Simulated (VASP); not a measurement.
Here is a VASP 6.6.1 calculation.

The input INCAR:

```
SYSTEM = TiBiTe3
PREC     = Accurate       ! precision mode
ENCUT    = 520            ! plane-wave cutoff, eV
EDIFF    = 1E-6           ! SCF threshold, eV
ISMEAR   = 0              ! smearing method
SIGMA    = 0.1            ! smearing width, eV
LREAL    = .False.        ! projectors in reciprocal space
LASPH    = .True.         ! aspherical terms in the spheres
NELM     = 100            ! most SCF steps
ALGO     = Normal         ! electronic algorithm
ISIF     = 2              ! what is computed and relaxed
LWAVE    = .False.        ! write WAVECAR
LCHARG   = .False.        ! write CHGCAR
GGA      = PE             ! functional
NBANDS   = 30             ! bands
```

KPOINTS

```
Automatic mesh
0
Gamma
  6 6 4
  0 0 0
```

Contents of POSCAR:

```
TiBiTe3
1.0
    5.3041029500      0.0000000000      0.0000000000
   -2.6520514700      4.5934879000      0.0000000000
    0.0000000000      0.0000000000      6.9162856200
Ti Bi Te
1 1 3
Direct
    0.0000000000      0.0000000000      0.0000000000
    0.0000000000      0.0000000000      0.5000000000
    0.5000000000      0.0000000000      0.5000000000
    0.0000000000      0.5000000000      0.5000000000
    0.5000000000      0.5000000000      0.5000000000
```

Potentials or basis: VASP PAW PBE potentials, release 64 (Ti_sv, Bi_d, Te).

Command:

```bash
$ cat potpaw_PBE.64/Ti_sv/POTCAR potpaw_PBE.64/Bi_d/POTCAR potpaw_PBE.64/Te/POTCAR > POTCAR
$ mpirun -np 1 vasp_std > vasp.out
```

(1) Predict the pressure.

Results:

(1) 37.1 GPa.
